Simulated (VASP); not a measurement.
Write the native input for VASP 6.6.1 that does the following.

- Task: single point
- Functional: PBE
- Potentials or basis: VASP PAW PBE potentials, release 64 (Se)
- Cutoff: 520 eV
- k mesh: 16 × 16 × 15
- Occupations: fermi-dirac, width 0.1 eV
- Spin: no spin polarisation
- Dipole correction: no
- Further INCAR settings: ALGO = Normal; EDIFF = 1e-07; NBANDS = 9

The structure of Se lies in POSCAR:

```
Se
1.0
    3.1320713996      0.0000000000      0.0000000000
   -1.5660356998      2.7124533985      0.0000000000
    0.0000000000      0.0000000000      2.6193928513
Se
1
Direct
    0.0000000000      0.0000000000      0.0000000000
```

The input as run:

INCAR

```
PREC = Accurate ; ENCUT = 520
EDIFF = 1E-7 ; ISMEAR = -1
SIGMA = 0.1 ; LREAL = False
LASPH = True ; NELM = 100
ALGO = Normal ; ISIF = 2
LWAVE = False ; LCHARG = True
GGA = PE ; LELF = True
LVHAR = True ; NBANDS = 9
```

KPOINTS

```
Automatic mesh
0
Gamma
  16 16 15
```

Potentials or basis: VASP PAW PBE potentials, release 64 (Se).

Launch:

```bash
$ cat potpaw_PBE.64/Se/POTCAR > POTCAR
$ mpirun -np 1 vasp_std > vasp.out
```

It gave:

```yaml
Pressure: 0.0 GPa
Band_gap_on_the_k_mesh: zero (band 3 reaches 7.65 eV, above the bottom of band 4 at 1.87 eV)
```

It took 9.6 s on 1 thread of Intel(R) Xeon(R) 6975P-C (Granite Rapids), with other jobs on the host, peak memory 0.16 GiB.
